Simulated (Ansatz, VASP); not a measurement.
GaP: VASP beside Ansatz

The input POSCAR:

```
GaP
1.0
    0.0000000000      2.7254101930      2.7254101930
    2.7254101930      0.0000000000      2.7254101930
    2.7254101930      2.7254101930      0.0000000000
Ga P
1 1
Direct
    0.0000000000      0.0000000000      0.0000000000
    0.2500000000      0.2500000000      0.2500000000
```

File INCAR.step1:

```
SYSTEM = GaP
PREC = Accurate
ENCUT = 400
EDIFF = 1E-5
ISMEAR = 0
SIGMA = 0.01
LREAL = .FALSE.
LASPH = .TRUE.
NELM = 120
ALGO = Normal
ISIF = 2
LWAVE = .TRUE.
LCHARG = .FALSE.
GGA = PE
NBANDS = 16
GGA_COMPAT = .FALSE.
```

INCAR.step2

```
SYSTEM = GaP
PREC = Accurate
ENCUT = 400
EDIFF = 1E-6
ISMEAR = 0
SIGMA = 0.01
LREAL = .FALSE.
LASPH = .TRUE.
NELM = 120
ALGO = Normal
ISIF = 2
LWAVE = .FALSE.
LCHARG = .FALSE.
GGA = PE
LHFCALC = .TRUE.
HFSCREEN = 0.2079
PRECFOCK = Normal
ISTART = 1
NBANDS = 16
GGA_COMPAT = .FALSE.
```

The input KPOINTS:

```
regular mesh
0
G
  4 4 4
  0 0 0
```

Input for Ansatz:

```yaml
crystal:
  lattice:
    - [0.0, 2.725410193, 2.725410193]
    - [2.725410193, 0.0, 2.725410193]
    - [2.725410193, 2.725410193, 0.0]
  atoms:
    - { symbol: Ga, position: [0.0, 0.0, 0.0] }
    - { symbol: P, position: [0.25, 0.25, 0.25] }
kpoints:
  mp_grid: { grid: [4, 4, 4] }
hamiltonian:
  xc: hse06
scf:
  occupations: { method: fixed }
  n_extra_bands: 4
  exx: { q_mesh: [2, 2, 2] }
output:
  forces: true
  stress: true
  eigenvalues: true
```

Alike in both runs: task single point; functional HSE06; k mesh 4 × 4 × 4; no spin polarisation.

|  | VASP | Ansatz |
| --- | --- | --- |
| version | VASP 6.6.1 | Ansatz 0.2.0 |
| potentials or method | VASP PAW PBE potentials, release 64 (Ga_d, P) | plane waves |
| plane-wave cutoff (eV) | 400 | 420 |
| occupations | gaussian, width 0.01 eV | fixed |
| valence electrons in the cell | 18 | 18 |

|  | VASP | Ansatz | Ansatz less VASP |
| --- | --- | --- | --- |
| gap on the k mesh at the Fermi level (eV) | 2.31 | 2.30 | -0.004 |

Ansatz's warnings: exchange mesh not taken up, stress exchange threshold loose, stress scf threshold loose.

The k mesh is coarse, so the values compare programs but aren't converged.
